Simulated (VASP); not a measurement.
Here is a VASP 6.6.1 calculation.

INCAR

```
SYSTEM = Ti5AlN6
ALGO     = Fast           ! electronic algorithm
EDIFF    = 1E-6           ! SCF threshold, eV
EDIFFG   = -0.01          ! ionic threshold
ENCUT    = 600            ! plane-wave cutoff, eV
GGA      = PE             ! functional
IBRION   = 2              ! ionic algorithm
ISIF     = 3              ! what is computed and relaxed
ISMEAR   = 0              ! smearing method
LASPH    = .TRUE.         ! aspherical terms in the spheres
LCHARG   = .FALSE.        ! write CHGCAR
LREAL    = .FALSE.        ! projectors in reciprocal space
LWAVE    = .FALSE.        ! write WAVECAR
NELM     = 100            ! most SCF steps
NSW      = 100            ! ionic steps
PREC     = Accurate       ! precision mode
SIGMA    = 0.1            ! smearing width, eV
```

KPOINTS

```
k-points
0
G
  12 12 4
  0 0 0
```

POSCAR

```
Ti5AlN6
1.0
    2.9840719137      0.0000000000      0.0000000000
    0.0000000000      2.9840719137      0.0000000000
    0.0000000000      0.0000000000     12.7058619822
Ti Al N
5 1 6
Direct
    0.5000000000      0.5000000000      0.1700127777
    0.0000000000      0.0000000000      0.3322475244
    0.5000000000      0.5000000000      0.5000000000
    0.0000000000      0.0000000000      0.6677524756
    0.5000000000      0.5000000000      0.8299872223
    0.0000000000      0.0000000000      0.0000000000
    0.0000000000      0.0000000000      0.1601469907
    0.5000000000      0.5000000000      0.3340316204
    0.0000000000      0.0000000000      0.5000000000
    0.5000000000      0.5000000000      0.6659683796
    0.0000000000      0.0000000000      0.8398530093
    0.5000000000      0.5000000000      0.0000000000
```

Potentials or basis: VASP PAW PBE potentials, release 64 (Ti_sv, Al, N).

The run is started by

```console
$ cat potpaw_PBE.64/Ti_sv/POTCAR potpaw_PBE.64/Al/POTCAR potpaw_PBE.64/N/POTCAR > POTCAR
$ mpirun -np 1 vasp_std > vasp.out
```

Problem. Predict the relaxed cell.

Solution. a = 2.982 Å, b = 2.982 Å, c = 12.738 Å, α = 90.00°, β = 90.00°, γ = 90.00°.

Problem. Predict the band gap on the k mesh.

Solution. Zero (an odd number of electrons rules out a gap without spin polarisation).

Problem. Estimate the space group after relaxing (to 0.1 Å).

Solution. P4/mmm (No. 123).

Problem. Predict the relaxed volume.

Solution. 9.44 Å³/atom.

The path:
```
step  energy change (eV)  largest force (eV/Å)  pressure (GPa)  volume (Å³)
   1              0.0000                0.0766            0.13       113.14
   2             -0.0019                0.0379           -0.09       113.26
   3             -0.0019                0.0376           -0.09       113.26
   4             -0.0020                0.0153            0.08       113.18
   5             -0.0020                0.0123            0.09       113.18
   6             -0.0020                0.0071           -0.06       113.25
```

Caveat: an odd number of electrons without spin polarisation forces a metal; a magnetic or distorted state may lie lower.
